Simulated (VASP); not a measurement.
Here is a VASP 6.6.1 calculation.

The input INCAR:

```
SYSTEM = HgTe
ALGO = Normal
EDIFF = 1E-7
ENCUT = 520
GGA = PS
ISIF = 2
ISMEAR = 0
LASPH = .TRUE.
LCHARG = .TRUE.
LELF = .TRUE.
LREAL = .FALSE.
LVHAR = .TRUE.
LWAVE = .FALSE.
NBANDS = 16
NELM = 100
PREC = Accurate
SIGMA = 0.15
```

The input KPOINTS:

```
k-points
0
G
  16 16 16
  0 0 0
```

The input POSCAR:

```
HgTe
1.0
    0.0000000000      2.7675032930      3.2558862270
    2.7675032930      0.0000000000      3.2558862270
    2.7675032930      2.7675032930      0.0000000000
Hg Te
1 1
Direct
    0.0000000000      0.0000000000      0.0000000000
    0.7500000000      0.7500000000      0.7500000000
```

Potentials or basis: VASP PAW PBE potentials, release 64 (Hg, Te).

Command:

```sh
$ cat potpaw_PBE.64/Hg/POTCAR potpaw_PBE.64/Te/POTCAR > POTCAR
$ mpirun -np 1 vasp_std > vasp.out
```

Q: What does it give for the band gap on the k mesh?

A: Zero (filled and empty bands touch).

Q: Estimate the pressure.

A: 30.3 GPa.

Stress tensor (GPa, compression positive):
```
29.99  0.00  0.00
 0.00 29.99  0.00
 0.00  0.00 30.77
```

Caveat: the cell differs from its parent crystal (strain -0.1500 x Voigt [1, 1, 0, 0, 0, 0]); the PAW data sets were made with another functional, which shifts forces and pressure a little; spin-orbit coupling is left out, which moves the levels of the heavy elements.
